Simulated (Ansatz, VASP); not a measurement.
## One calculation of Os, two programs

The input INCAR:

```
PREC = Accurate
ENCUT = 520
EDIFF = 1E-6
ISMEAR = -1
SIGMA = 0.05
LREAL = F
LASPH = T
NELM = 100
ALGO = Normal
ISIF = 2
LWAVE = F
LCHARG = T
GGA = PS
LELF = T
LVHAR = T
NBANDS = 15
```

KPOINTS

```
Automatic mesh
0
Gamma
  15 15 9
```

The input POSCAR:

```
Os
1.0
    2.7566968678      0.0000000000      0.0000000000
   -1.3783484340      2.3873695181      0.0000000000
    0.0000000000      0.0000000000      4.3554016190
Os
2
Direct
    0.3333333333      0.6666666667      0.2500000000
    0.6666666667      0.3333333333      0.7500000000
```

Input for Ansatz:

```yaml
crystal:
  lattice:
    - [2.7566968678, 0.0, 0.0]
    - [-1.378348434, 2.3873695181, 0.0]
    - [0.0, 0.0, 4.355401619]
  atoms:
    - { symbol: Os, position: [0.3333333333, 0.6666666667, 0.25] }
    - { symbol: Os, position: [0.6666666667, 0.3333333333, 0.75] }
kpoints:
  mp_grid: { grid: [15, 15, 9] }
scf:
  occupations: { method: fermi_dirac, width: 0.05 }
hamiltonian:
  xc: pbesol
  pseudopotentials: { kind: all_electron, lapw: { basis_error: 0.0005 } }
output:
  forces: true
  stress: true
  eigenvalues: true
```

Change from the starting cell: volume scaled by 1.025.

Alike in both runs: task single point; functional PBEsol; k mesh 15 × 15 × 9; occupations fermi-dirac, width 0.05 eV; no spin polarisation.

|  | VASP | Ansatz |
| --- | --- | --- |
| version | VASP 6.6.1 | Ansatz 0.2.0 |
| potentials or method | VASP PAW PBE potentials, release 64 (Os), cutoff 520 eV | all-electron LAPW, scalar-relativistic |

```tsv
	VASP	Ansatz	Ansatz less VASP
pressure (GPa)	-12.4	-12.6	-0.11
traceless stress, the component that is largest in VASP (GPa)	-0.20	-0.16	+0.043
```

VASP's potentials were made for PBE, not for PBEsol. Ansatz ran all-electron here, and VASP with PAW potentials.

Spin-orbit coupling is off throughout.
